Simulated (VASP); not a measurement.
# LiBr (Fm-3m) in VASP: further runs, part 2 of 2

VASP 6.6.1. Earlier steps stand in the parts before.

## 4. Electric field gradients, PBE (volume scaled by 0.85)

INCAR reads:

```
  ALGO = Normal
  EDIFF = 1E-8
  ENCUT = 650
  GGA = PE
  GGA_COMPAT = False
  ISIF = 2
  ISMEAR = -1
  LASPH = True
  LCHARG = False
  LEFG = True
  LREAL = False
  LWAVE = False
  NBANDS = 12
  NELM = 120
  PREC = Accurate
  SIGMA = 0.03
```

KPOINTS reads:

```
k-points
0
Gamma
  9 9 9
```

POSCAR reads:

```
LiBr
1.0
    0.0000000000      2.6056033766      2.6056033766
    2.6056033766      0.0000000000      2.6056033766
    2.6056033766      2.6056033766      0.0000000000
Li Br
1 1
Direct
    0.0000000000      0.0000000000      0.0000000000
    0.5000000000      0.5000000000      0.5000000000
```

Potentials or basis: VASP PAW PBE potentials, release 64 (Li_sv, Br).

Launch:

```console
$ cat potpaw_PBE.64/Li_sv/POTCAR potpaw_PBE.64/Br/POTCAR > POTCAR
$ mpirun -np 1 vasp_std > vasp.out
```

OUTCAR:

```text
EDIFF = 1E-8
   ENCUT = 650
   GGA = PE
   ISIF = 2
   ISMEAR = -1
   LASPH = True
   LREAL = False
   NELM = 120
   PREC = Accurate

 ion  position               nearest neighbor table
   1  0.000  0.000  0.000-   2 2.61   2 2.61   2 2.61   2 2.61   2 2.61   2 2.61
   2  0.500  0.500  0.500-   1 2.61   1 2.61   1 2.61   1 2.61   1 2.61   1 2.61

  LATTYP: Found a face centered cubic cell.
 ALAT       =     5.2112067532

  Lattice vectors:

 A1 = (   0.0000000000,   2.6056033766,   2.6056033766)
 A2 = (   2.6056033766,   0.0000000000,   2.6056033766)
 A3 = (   2.6056033766,   2.6056033766,   0.0000000000)

Analysis of symmetry for initial positions (statically):
=====================================================================
 Subroutine PRICEL returns:
 Original cell was already a primitive cell.

 Routine SETGRP: Setting up the symmetry group for a
 face centered cubic supercell.

 Subroutine GETGRP returns: Found 48 space group operations
 (whereof 48 operations were pure point group operations)
 out of a pool of 48 trial point group operations.

The static configuration has the point symmetry O_h .

Analysis of symmetry for dynamics (positions and initial velocities):
=====================================================================
 Subroutine PRICEL returns:
 Original cell was already a primitive cell.

 Routine SETGRP: Setting up the symmetry group for a
 face centered cubic supercell.

 Subroutine GETGRP returns: Found 48 space group operations
 (whereof 48 operations were pure point group operations)
 out of a pool of 48 trial point group operations.

The dynamic configuration has the point symmetry O_h .

 Subroutine INISYM returns: Found 48 space group operations
 (whereof 48 operations are pure point group operations),
 and found     1 'primitive' translations

----------------------------------------------------------------------------------------

                                     Primitive cell

  volume of cell :      35.3798

  direct lattice vectors                    reciprocal lattice vectors
     0.000000000  2.605603377  2.605603377    -0.191894133  0.191894133  0.191894133
     2.605603377  0.000000000  2.605603377     0.191894133 -0.191894133  0.191894133
     2.605603377  2.605603377  0.000000000     0.191894133  0.191894133 -0.191894133

  length of vectors
     3.684879633  3.684879633  3.684879633     0.332370387  0.332370387  0.332370387

  position of ions in fractional coordinates (direct lattice)
     0.000000000  0.000000000  0.000000000
     0.500000000  0.500000000  0.500000000

  ion indices of the primitive-cell ions
   primitive index   ion index
                 1           1
                 2           2

----------------------------------------------------------------------------------------

 KPOINTS: k-points

Automatic generation of k-mesh.
 Grid dimensions read from file:
[... 75 lines left out ...]
   PSTRESS=    0.0 pullay stress
   NELECT =      10.0000    total number of electrons
   NUPDOWN=      -1.0000    fix difference up-down
   EMIN   =  10.00;   EMAX   =-10.00  energy-range for DOS
   EFERMI =   0.00;   METHOD = LEGACY
   ISMEAR =    -1;   SIGMA  =   0.03  broadening in eV -4-tet -1-fermi 0-gaus
   EFERMI_NEDOS =   21; number of points for ismear=-14 and -15
   IALGO  =     38    algorithm
   IMIX   =      4    mixing-type and parameters
     AMIX     =   0.40;   BMIX     =  1.00
     AMIX_MAG =   1.60;   BMIX_MAG =  1.00
  volume/ion in A,a.u.               =      17.69       119.38
  Fermi-wavevector in a.u.,A,eV,Ry     =   1.074377  2.030277 15.705001  1.154285
  Thomas-Fermi vector in A             =   2.210203
   LORBIT       =      0    0 simple, 1 ext, 2 COOP (PROOUT), +10 PAW based schemes
   GGA     = PE    functional components
   LHFCALC =     F    Hartree Fock is set to
   AEXX    =    0.0000 exact exchange contribution
   IVDW    =     0    specifies the selected vdW correction
   LEPSILON=     F    determine dielectric tensor
   LRPA    =     F    only Hartree local field effects (RPA)
 non-spin polarized calculation
  energy-cutoff  :      650.00
  volume of cell :       35.38
 maximum number of plane-waves:      1363
   NGX = 15   NGY = 15   NGZ = 15

 number of electron      10.0000002 magnetization

 Free energy of the ion-electron system (eV)
  ---------------------------------------------------
  ext. energy  EPLUGINS =         0.00000000
  ---------------------------------------------------
  free energy    TOTEN  =        -6.53526632 eV

  energy without entropy =       -6.53526632  energy(sigma->0) =       -6.53526632

 E-fermi :   2.3590     XC(G=0):  -9.1189

 val. band max:        1.5741782788   @ k =  -0.1111   0.1111   0.0000
 cond. band min:       7.3080122685   @ k =   0.4444   0.0000   0.0000
 fundamental gap:      5.7338339897
 Fermi energy:         2.3589822295

 k-point     1 :       0.0000    0.0000    0.0000
  band No.  band energies     occupation
      1     -42.6539      2.00000
      2     -12.4983      2.00000
      3       1.5697      2.00000
      4       1.5697      2.00000
      5       1.5697      2.00000
      6       7.3295      0.00000
      7      12.1631      0.00000
      8      12.1631      0.00000
      9      12.1631      0.00000
     10      14.5171      0.00000
     11      14.5171      0.00000
     12      14.5171      0.00000
[... 331 lines left out ...]
 k-point    24 :       0.4444    0.4444    0.0000
  band No.  band energies     occupation
      1     -42.6506      2.00000
      2     -11.5294      2.00000
      3      -2.0382      2.00000
      4       0.1087      2.00000
      5       0.1087      2.00000
      6       8.1126      0.00000
      7       8.4194      0.00000
      8      14.2668      0.00000
      9      14.9517      0.00000
     10      14.9517      0.00000
     11      17.9757      0.00000
     12      20.1739      0.00000

 [... further k-points ...]
[... 5 lines left out ...]
  --------------------------------------------------------------------------------------
  -------------------------------------------------------------------------------------
  Total        1.3502538      1.3502538      1.3502538     -0.0000000      0.0000000      0.0000000
  in kB       61.1464248     61.1464248     61.1464248     -0.0000000      0.0000000      0.0000000
  external PRESSURE =      61.1464248 kB  Pullay stress =       0.0000000 kB

 VOLUME and BASIS-vectors are now :
 -----------------------------------------------------------------------------
  energy-cutoff  :      650.00
  volume of cell :       35.38
      direct lattice vectors                 reciprocal lattice vectors
     0.000000000  2.605603377  2.605603377    -0.191894133  0.191894133  0.191894133
     2.605603377  0.000000000  2.605603377     0.191894133 -0.191894133  0.191894133
     2.605603377  2.605603377  0.000000000     0.191894133  0.191894133 -0.191894133

 POSITION                                       TOTAL-FORCE (eV/Angst)
 -----------------------------------------------------------------------------------
      0.00000      0.00000      0.00000         0.000000      0.000000      0.000000
      2.60560      2.60560      2.60560         0.000000      0.000000      0.000000
 -----------------------------------------------------------------------------------
    total drift:                                0.000000     -0.000000      0.000000

  FREE ENERGIE OF THE ION-ELECTRON SYSTEM (eV)
  ---------------------------------------------------
  free  energy   TOTEN  =        -6.5352663245 eV

  energy  without entropy=       -6.5352663245  energy(sigma->0) =       -6.53526632

 Electric field gradients (V/A^2)
---------------------------------------------------------------------
 ion       V_xx      V_yy      V_zz      V_xy      V_xz      V_yz
---------------------------------------------------------------------
   1      -0.000    -0.000     0.000     0.002     0.002     0.002
   2      -0.000     0.000     0.000     0.000     0.000     0.000
---------------------------------------------------------------------

 Electric field gradients after diagonalization (V/A^2)
 (convention: |V_zz| > |V_xx| > |V_yy|)
----------------------------------------------------------------------
 ion       V_xx      V_yy      V_zz     asymmetry (V_yy - V_xx)/ V_zz
----------------------------------------------------------------------
   1      -0.002    -0.002     0.004       0.000
   2      -0.000    -0.000     0.001       0.000
----------------------------------------------------------------------

           NMR quadrupolar parameters

 Cq : quadrupolar parameter    Cq=e*Q*V_zz/h
 eta: asymmetry parameters     (V_yy - V_xx)/ V_zz
 Q  : nuclear electric quadrupole moment in mb (millibarn)
----------------------------------------------------------------------
 ion       Cq(MHz)       eta       Q (mb)
----------------------------------------------------------------------
   1       0.000       0.000       1.000
   2       0.000       0.000       1.000
----------------------------------------------------------------------
```

Run time: 8.7 s. Hardware: 1 thread of AMD EPYC 9R45 (Zen 5), shared host; peak memory 0.15 GiB.

What came out:

```yaml
Free_energy: -6.5353 eV
Pressure: 6.1 GPa
Band_gap_on_the_k_mesh: 5.73 eV, indirect (least direct gap 5.76 eV)
```

Caveat: the cell differs from its parent crystal (volume scaled by 0.85); without QUAD_EFG the Cq values of the log hold for a quadrupole moment of 1 mb, not for the nuclei.

## 5. Electric field gradients, PBE

This run uses another cell than the first one, of 20.81 Å³/atom, 1.538 times its volume.

INCAR reads:

```
  PREC = Accurate
  ENCUT = 650
  EDIFF = 1E-8
  ISMEAR = -1
  SIGMA = 0.03
  LREAL = False
  LASPH = True
  NELM = 120
  ALGO = Normal
  ISIF = 2
  LWAVE = False
  LCHARG = False
  GGA = PE
  LEFG = True
  NBANDS = 12
  GGA_COMPAT = False
```

KPOINTS reads:

```
Automatic mesh
0
Gamma
  9 9 9
```

POSCAR reads:

```
LiBr
1.0
    0.0000000000      2.7506500000      2.7506500000
    2.7506500000      0.0000000000      2.7506500000
    2.7506500000      2.7506500000      0.0000000000
Li Br
1 1
Direct
    0.0000000000      0.0000000000      0.0000000000
    0.5000000000      0.5000000000      0.5000000000
```

Potentials or basis: VASP PAW PBE potentials, release 64 (Li_sv, Br).

Launch:

```console
$ cat potpaw_PBE.64/Li_sv/POTCAR potpaw_PBE.64/Br/POTCAR > POTCAR
$ mpirun -np 1 vasp_std > vasp.out
```

OUTCAR:

```text
PREC = Accurate
   ENCUT = 650
   EDIFF = 1E-8
   ISMEAR = -1
   LREAL = False
   LASPH = True
   NELM = 120
   ISIF = 2
   GGA = PE

 ion  position               nearest neighbor table
   1  0.000  0.000  0.000-
   2  0.500  0.500  0.500-

  LATTYP: Found a face centered cubic cell.
 ALAT       =     5.5013000000

  Lattice vectors:

 A1 = (   0.0000000000,   2.7506500000,   2.7506500000)
 A2 = (   2.7506500000,   0.0000000000,   2.7506500000)
 A3 = (   2.7506500000,   2.7506500000,   0.0000000000)

Analysis of symmetry for initial positions (statically):
=====================================================================
 Subroutine PRICEL returns:
 Original cell was already a primitive cell.

 Routine SETGRP: Setting up the symmetry group for a
 face centered cubic supercell.

 Subroutine GETGRP returns: Found 48 space group operations
 (whereof 48 operations were pure point group operations)
[... 544 lines left out ...]
  energy-cutoff  :      650.00
  volume of cell :       41.62
      direct lattice vectors                 reciprocal lattice vectors
     0.000000000  2.750650000  2.750650000    -0.181775217  0.181775217  0.181775217
     2.750650000  0.000000000  2.750650000     0.181775217 -0.181775217  0.181775217
     2.750650000  2.750650000  0.000000000     0.181775217  0.181775217 -0.181775217

 POSITION                                       TOTAL-FORCE (eV/Angst)
 -----------------------------------------------------------------------------------
      0.00000      0.00000      0.00000        -0.000000     -0.000000     -0.000000
      2.75065      2.75065      2.75065         0.000000      0.000000      0.000000
 -----------------------------------------------------------------------------------
    total drift:                                0.000000     -0.000000      0.000000

  FREE ENERGIE OF THE ION-ELECTRON SYSTEM (eV)
  ---------------------------------------------------
  free  energy   TOTEN  =        -6.6429234671 eV

  energy  without entropy=       -6.6429234671  energy(sigma->0) =       -6.64292347

 Electric field gradients (V/A^2)
---------------------------------------------------------------------
 ion       V_xx      V_yy      V_zz      V_xy      V_xz      V_yz
---------------------------------------------------------------------
   1      -0.000    -0.000     0.000    -0.004    -0.004    -0.004
   2      -0.000     0.000    -0.000    -0.000    -0.000    -0.000
---------------------------------------------------------------------

 Electric field gradients after diagonalization (V/A^2)
 (convention: |V_zz| > |V_xx| > |V_yy|)
----------------------------------------------------------------------
 ion       V_xx      V_yy      V_zz     asymmetry (V_yy - V_xx)/ V_zz
----------------------------------------------------------------------
   1       0.004     0.004    -0.008       0.000
   2       0.000     0.000    -0.001       0.000
----------------------------------------------------------------------

           NMR quadrupolar parameters

 Cq : quadrupolar parameter    Cq=e*Q*V_zz/h
 eta: asymmetry parameters     (V_yy - V_xx)/ V_zz
 Q  : nuclear electric quadrupole moment in mb (millibarn)
----------------------------------------------------------------------
 ion       Cq(MHz)       eta       Q (mb)
----------------------------------------------------------------------
   1      -0.000       0.000       1.000
   2      -0.000       0.000       1.000
----------------------------------------------------------------------
```

OSZICAR:

```text
N       E                     dE             d eps       ncg     rms          rms(c)
DAV:   1     0.467476963623E+02    0.46748E+02   -0.44391E+03   840   0.879E+02
DAV:   2    -0.357137688122E+01   -0.50319E+02   -0.47279E+02  1080   0.147E+02
DAV:   3    -0.657849395834E+01   -0.30071E+01   -0.29953E+01  1080   0.368E+01
DAV:   4    -0.667042869614E+01   -0.91935E-01   -0.91904E-01  1172   0.630E+00
DAV:   5    -0.667127798714E+01   -0.84929E-03   -0.84928E-03  1104   0.575E-01    0.195E+00
DAV:   6    -0.663819338481E+01    0.33085E-01   -0.64145E-02  1028   0.116E+00    0.119E+00
DAV:   7    -0.664046917485E+01   -0.22758E-02   -0.38663E-02  1152   0.103E+00    0.439E-01
DAV:   8    -0.664289768135E+01   -0.24285E-02   -0.43700E-03  1008   0.434E-01    0.689E-02
DAV:   9    -0.664288817667E+01    0.95047E-05   -0.10815E-04  1004   0.734E-02    0.258E-02
DAV:  10    -0.664292227426E+01   -0.34098E-04   -0.53598E-05  1008   0.473E-02    0.144E-02
DAV:  11    -0.664292366790E+01   -0.13936E-05   -0.48711E-06  1060   0.129E-02    0.399E-03
DAV:  12    -0.664292365051E+01    0.17391E-07   -0.28418E-07  1020   0.373E-03    0.234E-03
DAV:  13    -0.664292343608E+01    0.21443E-06   -0.69692E-08   972   0.148E-03    0.324E-04
DAV:  14    -0.664292344852E+01   -0.12443E-07   -0.18515E-09   556   0.326E-04    0.184E-04
DAV:  15    -0.664292346700E+01   -0.18481E-07   -0.44415E-10   520   0.157E-04    0.146E-05
DAV:  16    -0.664292346710E+01   -0.98566E-10   -0.12544E-10   492   0.757E-05
   1 F= -.66429235E+01 E0= -.66429235E+01  d E =-.645274E-11
```

Run time: 9.7 s. Hardware: 1 thread of AMD EPYC 9R45 (Zen 5), shared host; peak memory 0.15 GiB.

Results:

* Free energy: -6.6429 eV
* Pressure: 0.1 GPa
* Band gap on the k mesh: 4.95 eV, indirect (the least direct gap lies 0.6 meV higher)

Levels at points of the mesh, in eV from the valence-band top:
```csv
k point,band 1,band 2,band 3,band 4,band 5,band 6,band 7,band 8,band 9,band 10
"(0.00, 0.00, 0.00)",-44.40,-13.43,0.00,0.00,0.00,4.95,10.50,10.50,10.50,12.24
```

Caveat: without QUAD_EFG the Cq values of the log hold for a quadrupole moment of 1 mb, not for the nuclei.

## 6. Summary

| cell | gap on the mesh (eV) | pressure (GPa) |
| --- | --- | --- |
| a = 3.370 Å, angles 60.0°, 2 atoms | 5.79 | 28.9 |
| a = 3.611 Å, angles 60.0°, 2 atoms | 5.75 | 9.6 |
| a = 3.685 Å, angles 60.0°, 2 atoms | 5.73 | 6.1 |
| a = 3.890 Å, angles 60.0°, 2 atoms | 4.95 | 0.1 |

Alike in all rows: task electric field gradients; level PBE; potentials or basis VASP PAW PBE potentials, release 64 (Li_sv, Br); no spin polarisation; k mesh 9 × 9 × 9; cutoff (eV) 650; smearing fermi-dirac 0.03 eV.

Total energies depend on the potentials used, so only differences within one code and one set of settings carry meaning.
